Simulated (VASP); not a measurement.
Set up this calculation in VASP 6.6.1, as the native input.

```
Task                   : single point
Functional             : PBE
Potentials or basis    : VASP PAW PBE potentials, release 64 (Ge_d)
Cutoff                 : 520 eV
k mesh                 : 13 × 13 × 13
Occupations            : fermi-dirac, width 0.1 eV
Spin                   : no spin polarisation
Dipole correction      : no
Further INCAR settings : ALGO = Normal; EDIFF = 1e-06; NBANDS = 13
```

The structure of Ge lies in POSCAR:

```
Ge
1.0
    0.0000000000      2.1385113409      2.1385113409
    2.1385113409      0.0000000000      2.1385113409
    2.1385113409      2.1385113409      0.0000000000
Ge
1
Direct
    0.0000000000      0.0000000000      0.0000000000
```

The input as run:

INCAR

```
PREC     = Accurate       # precision mode
ENCUT    = 520            # plane-wave cutoff, eV
EDIFF    = 1E-6           # SCF threshold, eV
ISMEAR   = -1             # smearing method
SIGMA    = 0.1            # smearing width, eV
LREAL    = False          # projectors in reciprocal space
LASPH    = True           # aspherical terms in the spheres
NELM     = 80             # most SCF steps
ALGO     = Normal         # electronic algorithm
ISIF     = 2              # what is computed and relaxed
LWAVE    = False          # write WAVECAR
LCHARG   = True           # write CHGCAR
GGA      = PE             # functional
LELF     = True           # ELF
LVHAR    = True         
NBANDS   = 13             # bands
```

KPOINTS

```
regular mesh
0
Gamma
  13 13 13
```

Potentials or basis: VASP PAW PBE potentials, release 64 (Ge_d).

The run is started by

```bash
$ cat potpaw_PBE.64/Ge_d/POTCAR > POTCAR
$ mpirun -np 1 vasp_std > vasp.out
```

It gave:

* Pressure: -0.1 GPa
* Band gap on the k mesh: zero (band 7 reaches 15.07 eV, above the bottom of band 8 at 4.17 eV)

Wall time 16 s on 1 thread of Intel Xeon 8259CL, on a shared host, peak memory 0.15 GiB.
